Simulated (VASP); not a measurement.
NbMoO4, 6 atoms in the cell. Symmetry: Cmmm, No. 65, orthorhombic system. The conventional cell has a = 6.693 Å, b = 6.779 Å, c = 3.146 Å, α = 90.00°, β = 90.00°, γ = 90.00°. Within 2.7 Å of Nb (site symmetry mmm) lie 6 O at 2.02 to 2.07 Å. Mo (site symmetry mmm) has 6 O at 2.05 to 2.06 Å within 2.7 Å. O (site symmetry 2mm) has 1 Nb at 2.02 Å and 2 Mo at 2.06 Å and 1 O at 2.66 Å within 2.7 Å. Within 2.7 Å of O (site symmetry m2m) lie 1 Mo at 2.05 Å and 2 Nb at 2.07 Å and 1 O at 2.68 Å. 

- Program: VASP 6.6.1
- Task: relaxation of cell and atoms
- Functional: LDA
- Potentials or basis: VASP PAW LDA potentials, release 64 (Nb_sv, Mo_sv, O)
- Cutoff: 600 eV
- k mesh: 5 × 5 × 7
- Occupations: fermi-dirac, width 0.05 eV
- Spin: collinear spin
- Starting moments: [0.0, 1.0, 0.0, 0.0, 0.0, 0.0] μB
- Dipole correction: no
- Further INCAR settings: ALGO = Normal; EDIFF = 1e-06; IBRION = 2; EDIFFG = -0.03; NSW = 80; ISIF = 3

Potentials or basis: VASP PAW LDA potentials, release 64 (Nb_sv, Mo_sv, O).

Launch:

```bash
$ cat potpaw_LDA.64/Nb_sv/POTCAR potpaw_LDA.64/Mo_sv/POTCAR potpaw_LDA.64/O/POTCAR > POTCAR
$ mpirun -np 1 vasp_std > vasp.out
```

Hardware: 1 thread of Oxide Virtual Turin-like Processor, on a shared host.

Question: Estimate the wall time of this run.

Answer: It took 32 min on 1 thread of Oxide Virtual Turin-like Processor, with other jobs on the host, peak memory 0.26 GiB. Counts: scf iterations 107, k points 36, ion steps 11.
